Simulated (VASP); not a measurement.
# Be3Al2 in VASP: notebook, part 2 of 2

VASP 6.6.1.

## (4) Relaxation of cell and atoms, PBE

Input file INCAR:

```
SYSTEM = Be3Al2
PREC = Accurate
ENCUT = 600
EDIFF = 1E-6
ISMEAR = 0
SIGMA = 0.1
LREAL = .False.
LASPH = .True.
NELM = 60
ALGO = Fast
ISIF = 3
LWAVE = .False.
LCHARG = .False.
GGA = PE
IBRION = 2
NSW = 100
EDIFFG = -0.01
```

Input file KPOINTS:

```
regular mesh
0
Gamma
  10 10 10
  0 0 0
```

Input file POSCAR:

```
Be3Al2
1.0
    2.4890869167     -3.9858344246      0.0000000000
    2.4890869167      3.9858344246      0.0000000000
    0.0000000000      0.0000000000      3.9394715025
Be Al
3 2
Direct
    0.0000000000      0.0000000000      0.0000000000
    0.5000000000      0.5000000000      0.0000000000
    0.5000000000      0.5000000000      0.5000000000
    0.0000000000      0.5000000000      0.0000000000
    0.5000000000      0.0000000000      0.0000000000
```

Potentials or basis: VASP PAW PBE potentials, release 64 (Be, Al).

On the command line:

```sh
cat potpaw_PBE.64/Be/POTCAR potpaw_PBE.64/Al/POTCAR > POTCAR
mpirun -np 1 vasp_std > vasp.out
```

OUTCAR:

```text
SYSTEM = Be3Al2
   PREC = Accurate
   ENCUT = 600
   EDIFF = 1E-6
   ISMEAR = 0
   LREAL = .False.
   LASPH = .True.
   NELM = 60
   ISIF = 3
   GGA = PE
   IBRION = 2
   NSW = 100
   EDIFFG = -0.01

 ion  position               nearest neighbor table
   1  0.000  0.000  0.000-   4 2.35   5 2.35   4 2.35   5 2.35
   2  0.500  0.500  0.000-   3 1.97   3 1.97   5 2.35   4 2.35   5 2.35   4 2.35
   3  0.500  0.500  0.500-   2 1.97   2 1.97
   4  0.000  0.500  0.000-   1 2.35   2 2.35   1 2.35   2 2.35   5 2.49   5 2.49
   5  0.500  0.000  0.000-   1 2.35   2 2.35   2 2.35   1 2.35   4 2.49   4 2.49

  LATTYP: Found a base centered orthorhombic cell.
 ALAT       =     4.9781738334
 B/A-ratio  =     1.6013239224
 C/A-ratio  =     0.7913487223

  Lattice vectors:

 A1 = (   2.4890869167,  -3.9858344246,   0.0000000000)
 A2 = (   2.4890869167,   3.9858344246,   0.0000000000)
 A3 = (   0.0000000000,   0.0000000000,   3.9394715025)

Analysis of symmetry for initial positions (statically):
=====================================================================
 Subroutine PRICEL returns:
 Original cell was already a primitive cell.

 Routine SETGRP: Setting up the symmetry group for a
 base centered orthorhombic supercell.

 Subroutine GETGRP returns: Found  8 space group operations
 (whereof  8 operations were pure point group operations)
 out of a pool of  8 trial point group operations.

The static configuration has the point symmetry D_2h.

Analysis of symmetry for dynamics (positions and initial velocities):
=====================================================================
 Subroutine PRICEL returns:
 Original cell was already a primitive cell.

 Routine SETGRP: Setting up the symmetry group for a
 base centered orthorhombic supercell.

 Subroutine GETGRP returns: Found  8 space group operations
 (whereof  8 operations were pure point group operations)
 out of a pool of  8 trial point group operations.

The dynamic configuration has the point symmetry D_2h.

 Subroutine INISYM returns: Found  8 space group operations
 (whereof  8 operations are pure point group operations),
 and found     1 'primitive' translations

----------------------------------------------------------------------------------------

                                     Primitive cell

  volume of cell :      78.1677

  direct lattice vectors                    reciprocal lattice vectors
     2.489086917 -3.985834425  0.000000000     0.200876874 -0.125444247  0.000000000
     2.489086917  3.985834425  0.000000000     0.200876874  0.125444247  0.000000000
     0.000000000  0.000000000  3.939471502     0.000000000  0.000000000  0.253841156

  length of vectors
     4.699194584  4.699194584  3.939471502     0.236828583  0.236828583  0.253841156

  position of ions in fractional coordinates (direct lattice)
     0.000000000  0.000000000  0.000000000
     0.500000000  0.500000000  0.000000000
     0.500000000  0.500000000  0.500000000
     0.000000000  0.500000000  0.000000000
     0.500000000  0.000000000  0.000000000

  ion indices of the primitive-cell ions
   primitive index   ion index
                 1           1
                 2           2
                 3           3
[... 58 lines left out ...]
   total plane-waves  NPLWV =  51200
   dimension x,y,z NGX =    40 NGY =   40 NGZ =   32
   dimension x,y,z NGXF=    80 NGYF=   80 NGZF=   64
   ions per type =               3   2
   NGX,Y,Z   is equivalent  to a cutoff of  14.15, 14.15, 13.50 a.u.
   NGXF,Y,Z  is equivalent  to a cutoff of  28.30, 28.30, 27.01 a.u.
 SYSTEM =  Be3Al2
   PREC   = accura    normal or accurate (medium, high low for compatibility)
   ISTART =      0    job   : 0-new  1-cont  2-samecut
   ICHARG =      2    charge: 1-file 2-atom 10-const
   ISPIN  =      1    spin polarized calculation?
   LNONCOLLINEAR =      F non collinear calculations
   LSORBIT =      F    spin-orbit coupling
   LASPH  =      T    aspherical Exc in radial PAW
   ENCUT  =  600.0 eV  44.10 Ry    6.64 a.u.   9.39  9.39  7.87*2*pi/ulx,y,z
   NELM   =     60;   NELMIN=  2; NELMDL= -5     # of ELM steps
   EDIFF  = 0.1E-05   stopping-criterion for ELM
   LREAL  =      F    real-space projection
   EDIFFG = -.1E-01   stopping-criterion for IOM
   NSW    =    100    number of steps for IOM
   IBRION =      2    ionic relax: 0-MD 1-quasi-New 2-CG
   NFREE  =      1    steps in history (QN), initial steepest desc. (CG)
   ISIF   =      3    stress and relaxation
   ISYM   =      2    0-nonsym 1-usesym 2-fastsym
   POTIM  = 0.5000    time-step for ionic-motion
   TEBEG  =    0.0;   TEEND  =   0.0 temperature during run
   PSTRESS=    0.0 pullay stress
   NELECT =      12.0000    total number of electrons
   NUPDOWN=      -1.0000    fix difference up-down
   EMIN   =  10.00;   EMAX   =-10.00  energy-range for DOS
   EFERMI =   0.00;   METHOD = LEGACY
   ISMEAR =     0;   SIGMA  =   0.10  broadening in eV -4-tet -1-fermi 0-gaus
   EFERMI_NEDOS =   21; number of points for ismear=-14 and -15
   IALGO  =     68    algorithm
   IMIX   =      4    mixing-type and parameters
     AMIX     =   0.40;   BMIX     =  1.00
     AMIX_MAG =   1.60;   BMIX_MAG =  1.00
  volume/ion in A,a.u.               =      15.63       105.50
  Fermi-wavevector in a.u.,A,eV,Ry     =   0.876583  1.656501 10.454675  0.768397
  Thomas-Fermi vector in A             =   1.996413
   LORBIT       =      0    0 simple, 1 ext, 2 COOP (PROOUT), +10 PAW based schemes
   GGA     = PE    functional components
   LHFCALC =     F    Hartree Fock is set to
   AEXX    =    0.0000 exact exchange contribution
   IVDW    =     0    specifies the selected vdW correction
   LEPSILON=     F    determine dielectric tensor
   LRPA    =     F    only Hartree local field effects (RPA)
 conjugate gradient relaxation of ions
 non-spin polarized calculation
 RMM-DIIS sequential band-by-band and
 Gauss-broadening in eV      SIGMA  =   0.10
  energy-cutoff  :      600.00
  volume of cell :       78.17
 maximum number of plane-waves:      2633
 NGX is ok and might be reduce to    40
   NGX = 19   NGY = 19   NGZ = 15

--------------------------------------- Ionic step        1  -------------------------------------------

 number of electron      12.0000000 magnetization

 Free energy of the ion-electron system (eV)
  ---------------------------------------------------
  ext. energy  EPLUGINS =         0.00000000
  ---------------------------------------------------
  free energy    TOTEN  =       -15.53981555 eV

  energy without entropy =      -15.53323744  energy(sigma->0) =      -15.53652650

------------------------ aborting loop because EDIFF is reached ----------------------------------------

  FORCE on cell =-STRESS in cart. coord.  units (eV):
  Direction    XX          YY          ZZ          XY          YZ          ZX
  --------------------------------------------------------------------------------------
  -------------------------------------------------------------------------------------
  Total        0.5954664      0.1409220     -0.1872784      0.0000000      0.0000000      0.0000000
  in kB       12.2050785      2.8884327     -3.8385838      0.0000000      0.0000000      0.0000000
  external PRESSURE =       3.7516425 kB  Pullay stress =       0.0000000 kB
[... 104 lines left out ...]
--------------------------------------- Ionic step        4  -------------------------------------------

 number of electron      12.0000000 magnetization

 Free energy of the ion-electron system (eV)
  ---------------------------------------------------
  ext. energy  EPLUGINS =         0.00000000
  ---------------------------------------------------
  free energy    TOTEN  =       -15.54205173 eV

  energy without entropy =      -15.53536063  energy(sigma->0) =      -15.53870618

 E-fermi :   4.5482     XC(G=0):  -9.0222

 val. band max:        4.5445617246   @ k =   0.3000   0.1000   0.2000
 cond. band min:       4.5507136706   @ k =   0.3000   0.1000   0.4000
 fundamental gap:      0.0061519460
 Fermi energy:         4.5481863659

 k-point     1 :       0.0000    0.0000    0.0000
  band No.  band energies     occupation
      1      -5.0576      2.00000
      2       0.8703      2.00000
      3       1.2711      2.00000
      4       1.9127      2.00000
      5       2.3740      2.00000
      6       3.2484      2.00000
      7       3.6786      2.00000
      8       5.1223      0.00000
      9       6.5544      0.00000
     10       7.8611      0.00000
[... 287 lines left out ...]
 k-point    24 :       0.4000    0.3000    0.0000
  band No.  band energies     occupation
      1      -3.1602      2.00000
      2      -2.5740      2.00000
      3      -1.6926      2.00000
      4       3.2410      2.00000
      5       3.2978      2.00000
      6       4.2820      1.99983
      7       6.4640      0.00000
      8       6.9859      0.00000
      9       7.4395      0.00000
     10       7.8598      0.00000

 [... further k-points ...]
[... 5 lines left out ...]
  --------------------------------------------------------------------------------------
  -------------------------------------------------------------------------------------
  Total        0.0040507     -0.0206151     -0.0042612      0.0000000      0.0000000      0.0000000
  in kB        0.0826449     -0.4205991     -0.0869388      0.0000000      0.0000000      0.0000000
  external PRESSURE =      -0.1416310 kB  Pullay stress =       0.0000000 kB
[... 20 lines left out ...]
  FREE ENERGIE OF THE ION-ELECTRON SYSTEM (eV)
  ---------------------------------------------------
  free  energy   TOTEN  =       -15.5420517323 eV

  energy  without entropy=      -15.5353606273  energy(sigma->0) =      -15.53870618

 reached required accuracy - stopping structural energy minimisation
```

CONTCAR:

```text
Be3Al2
   1.00000000000000
     2.5061754642808780   -3.9855691312446688    0.0000000000000000
     2.5061754642808780    3.9855691312446688    0.0000000000000000
     0.0000000000000000    0.0000000000000000    3.9309319564515994
  Be              Al
     3     2
Direct
     0.0000000000000000    0.0000000000000000    0.0000000000000000
     0.5000000000000000    0.5000000000000000    0.0000000000000000
     0.5000000000000000    0.5000000000000000    0.5000000000000000
     0.0000000000000000    0.5000000000000000    0.0000000000000000
     0.5000000000000000    0.0000000000000000    0.0000000000000000

  0.00000000E+00  0.00000000E+00  0.00000000E+00
  0.00000000E+00  0.00000000E+00  0.00000000E+00
  0.00000000E+00  0.00000000E+00  0.00000000E+00
  0.00000000E+00  0.00000000E+00  0.00000000E+00
  0.00000000E+00  0.00000000E+00  0.00000000E+00
```

It took 8.6 min on 1 thread of Oxide Virtual Turin-like, shared host; peak memory 0.32 GiB.

What came out:

| Property | Result |
| --- | --- |
| Free energy | -15.5421 eV |
| Relaxed volume | 15.71 Å³/atom |
| Relaxed cell | a = 4.708 Å, b = 4.708 Å, c = 3.931 Å, α = 90.00°, β = 90.00°, γ = 115.68° |
| Space group after relaxing (to 0.1 Å) | Cmmm (No. 65) |
| Energy gained by relaxing | 0.4 meV/atom |
| Ionic steps | 4 |
| Pressure after relaxing | 0.0 GPa |
| Band gap on the k mesh | zero (bands 6 and 7 overlap by 2.82 eV) |

The path:
| step | energy change (eV) | largest force (eV/Å) | pressure (GPa) | volume (Å³) |
| --- | --- | --- | --- | --- |
| 1 | 0.0000 | 0.0000 | 0.38 | 78.17 |
| 2 | -0.0021 | 0.0000 | -0.07 | 78.58 |
| 3 | -0.0021 | 0.0000 | -0.10 | 78.61 |
| 4 | -0.0022 | 0.0000 | -0.01 | 78.53 |

Final structure:
```yaml
crystal:
  lattice:
    - [2.50618, -3.98557, 0.00000]
    - [2.50618, 3.98557, 0.00000]
    - [0.00000, 0.00000, 3.93093]
  atoms:
    - { symbol: Be, position: [0.00000, 0.00000, 0.00000] }
    - { symbol: Be, position: [0.50000, 0.50000, 0.00000] }
    - { symbol: Be, position: [0.50000, 0.50000, 0.50000] }
    - { symbol: Al, position: [0.00000, 0.50000, 0.00000] }
    - { symbol: Al, position: [0.50000, 0.00000, 0.00000] }
```

## (5) Overview

```csv
task,cell,k mesh,cutoff (eV),gap on the mesh (eV),pressure (GPa)
single point,"a = 4.699, b = 4.699, c = 3.939 Å, angles 90.1, 90.1, 116.0°, 5 atoms",4 × 4 × 6,520,none,0.0
single point,"a = 4.707, b = 4.707, c = 3.929 Å, angles 90.0, 90.0, 115.7°, 5 atoms",10 × 10 × 10,520,none,0.0
relaxation of cell and atoms,"relaxed from a = 4.699, b = 4.699, c = 3.939 Å, angles 90.0, 90.0, 116.0°, 5 atoms",10 × 10 × 10,600,none,0.0
```

Alike in all rows: level PBE; potentials or basis VASP PAW PBE potentials, release 64 (Be, Al); no spin polarisation; smearing gaussian 0.1 eV.

Caveats: some runs use coarse meshes.

Absolute energies hang on the potentials; compare differences alone.

The gap in the log of VASP goes by the Fermi energy; the results here count the filled bands.